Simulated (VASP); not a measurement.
Set up this calculation in VASP 6.6.1, as the native input.

```
Task                   : relaxation of cell and atoms
Functional             : r2SCAN
Potentials or basis    : VASP PAW PBE potentials, release 64 (Ta_pv, N)
Cutoff                 : 600 eV
k mesh                 : 10 × 10 × 10
Occupations            : fermi-dirac, width 0.05 eV
Spin                   : no spin polarisation
Target pressure        : 30 GPa
Dipole correction      : no
Further INCAR settings : ALGO = Normal; EDIFF = 1e-07; IBRION = 2; EDIFFG = -0.01; NSW = 60; ISIF = 3
```

The system is TaN.

```
CELL_PARAMETERS angstrom
0.00000 2.21132 2.21132
2.21132 0.00000 2.21132
2.21132 2.21132 0.00000
ATOMIC_POSITIONS crystal
Ta 0.50000 0.50000 0.50000
N 0.00000 0.00000 0.00000
```

These files were run (other wordings do the same):

POSCAR

```
TaN
1.0
    0.0000000000      2.2113230000      2.2113230000
    2.2113230000      0.0000000000      2.2113230000
    2.2113230000      2.2113230000      0.0000000000
Ta N
1 1
Direct
    0.5000000000      0.5000000000      0.5000000000
    0.0000000000      0.0000000000      0.0000000000
```

INCAR.step1

```
PREC     = Accurate       # precision mode
ENCUT    = 600            # plane-wave cutoff, eV
ISMEAR   = -1             # smearing method
SIGMA    = 0.05           # smearing width, eV
LREAL    = False          # projectors in reciprocal space
LASPH    = True           # aspherical terms in the spheres
NELM     = 80             # most SCF steps
GGA      = PE             # functional
ALGO     = Normal         # electronic algorithm
EDIFF    = 1E-4           # SCF threshold, eV
LWAVE    = True           # write WAVECAR
LCHARG   = False          # write CHGCAR
```

INCAR.step2

```
PREC     = Accurate       # precision mode
ENCUT    = 600            # plane-wave cutoff, eV
EDIFF    = 1E-7           # SCF threshold, eV
ISMEAR   = -1             # smearing method
SIGMA    = 0.05           # smearing width, eV
LREAL    = False          # projectors in reciprocal space
LASPH    = True           # aspherical terms in the spheres
NELM     = 80             # most SCF steps
ALGO     = Normal         # electronic algorithm
ISIF     = 3              # what is computed and relaxed
LWAVE    = False          # write WAVECAR
LCHARG   = False          # write CHGCAR
METAGGA  = R2SCAN         # meta-GGA
LMIXTAU  = True         
IBRION   = 2              # ionic algorithm
NSW      = 60             # ionic steps
EDIFFG   = -0.01          # ionic threshold
PSTRESS  = 300.0        
ISTART   = 1
```

KPOINTS

```
regular mesh
0
Gamma
  10 10 10
```

Potentials or basis: VASP PAW PBE potentials, release 64 (Ta_pv, N).

Command:

```console
$ cat potpaw_PBE.64/Ta_pv/POTCAR potpaw_PBE.64/N/POTCAR > POTCAR
$ cp INCAR.step1 INCAR
$ mpirun -np 1 vasp_std > vasp.out
$ cp INCAR.step2 INCAR
$ mpirun -np 1 vasp_std > vasp.out
```

Results of the run:

```
Relaxed volume                                         : 9.93 Å³/atom
Relaxed cell                                           : a = 3.039 Å, b = 3.039 Å, c = 3.039 Å, α = 60.00°, β = 60.00°, γ = 60.00°
Space group after relaxing (to 0.05 Å)                 : Fm-3m (No. 225)
Energy change on relaxing (the enthalpy is what falls) : +63.9 meV/atom
Ionic steps                                            : 5
Pressure after relaxing                                : 30.0 GPa
Band gap on the k mesh                                 : zero (band 8 reaches 12.56 eV, above the bottom of band 9 at 8.04 eV)
```

Caveat: the cell is relaxed towards a set pressure, so the enthalpy falls and the energy may rise; the PAW data sets were made with another functional, which shifts forces and pressure a little; spin-orbit coupling is left out, which moves the levels of the heavy elements.

Run time: 8.4 min on 1 thread of AMD EPYC 9R45 (Zen 5) (shared host), peak memory 0.16 GiB.
